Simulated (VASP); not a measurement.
Write the native input for VASP 6.6.1 that does the following.

- Task: single point
- Functional: PBE
- Potentials or basis: VASP PAW PBE potentials, release 64 (Mg, O)
- Cutoff: 520 eV
- k mesh: 10 × 10 × 10
- Occupations: fermi-dirac, width 0.02 eV
- Spin: no spin polarisation
- Dipole correction: no
- Further INCAR settings: ALGO = Normal; EDIFF = 1e-06; NBANDS = 11

The structure of MgO lies in POSCAR:

```
MgO
1.0
    0.0935610083      2.0908302711      2.0908302711
    2.0908302711      0.0935610083      2.0908302711
    2.0908302711      2.0908302711      0.0935610083
Mg O
1 1
Direct
    0.0000000000      0.0000000000      0.0000000000
    0.5000000000      0.5000000000      0.5000000000
```

This cell differs from its parent crystal: epitaxial 111 strain -5.0%.

These files were run (other wordings do the same):

INCAR

```
SYSTEM = MgO
PREC = Accurate ; ENCUT = 520
EDIFF = 1E-6 ; ISMEAR = -1
SIGMA = 0.02 ; LREAL = .FALSE.
LASPH = .TRUE. ; NELM = 100
ALGO = Normal ; ISIF = 2
LWAVE = .FALSE. ; LCHARG = .TRUE.
GGA = PE ; LELF = .TRUE.
LVHAR = .TRUE. ; NBANDS = 11
```

KPOINTS

```
regular mesh
0
G
  10 10 10
  0 0 0
```

Potentials or basis: VASP PAW PBE potentials, release 64 (Mg, O).

Launch:

```bash
$ cat potpaw_PBE.64/Mg/POTCAR potpaw_PBE.64/O/POTCAR > POTCAR
$ mpirun -np 1 vasp_std > vasp.out
```

It gave:

* Pressure: 22.4 GPa
* Band gap on the k mesh: 5.36 eV, direct

Caveat: the cell differs from its parent crystal (epitaxial 111 strain -5.0%).

It took 21 s on 1 thread of AMD EPYC 7R43 64-Core Processor (Zen 3) (shared host), peak memory 0.12 GiB.
